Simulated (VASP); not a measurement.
AlNi, 2 atoms in the cell. The structure is cubic, space group Pm-3m (No. 221). Conventional cell: a = 2.862 Å, b = 2.862 Å, c = 2.862 Å, α = 90.00°, β = 90.00°, γ = 90.00°. Al (site symmetry m-3m) has 8 Ni at 2.48 Å and 6 Al at 2.86 Å within 3.3 Å. Ni (site symmetry m-3m) has 8 Al at 2.48 Å and 6 Ni at 2.86 Å within 3.3 Å. 

| Item | Value |
| --- | --- |
| Program | VASP 6.6.1 |
| Task | single point |
| Functional | PBEsol |
| Potentials or basis | VASP PAW PBE potentials, release 64 (Al, Ni) |
| Cutoff | 520 eV |
| k mesh | 9 × 9 × 21 |
| Occupations | gaussian, width 0.1 eV |
| Spin | no spin polarisation |
| Dipole correction | no |
| Further INCAR settings | ALGO = Fast; EDIFF = 1e-06; NBANDS = 14; ISYM = 0 |

Potentials or basis: VASP PAW PBE potentials, release 64 (Al, Ni).

Command:

```sh
$ cat potpaw_PBE.64/Al/POTCAR potpaw_PBE.64/Ni/POTCAR > POTCAR
$ mpirun -np 1 vasp_std > vasp.out
```

Hardware: 1 thread of Intel(R) Xeon(R) Platinum 8559C (Emerald Rapids), with other jobs on the host.

Task: How long does it take, and how much memory?

Result: It took 5.1 min on 1 thread of Intel(R) Xeon(R) Platinum 8559C (Emerald Rapids) (shared host), peak memory 0.4 GiB. Counts: scf iterations 15, k points 851.
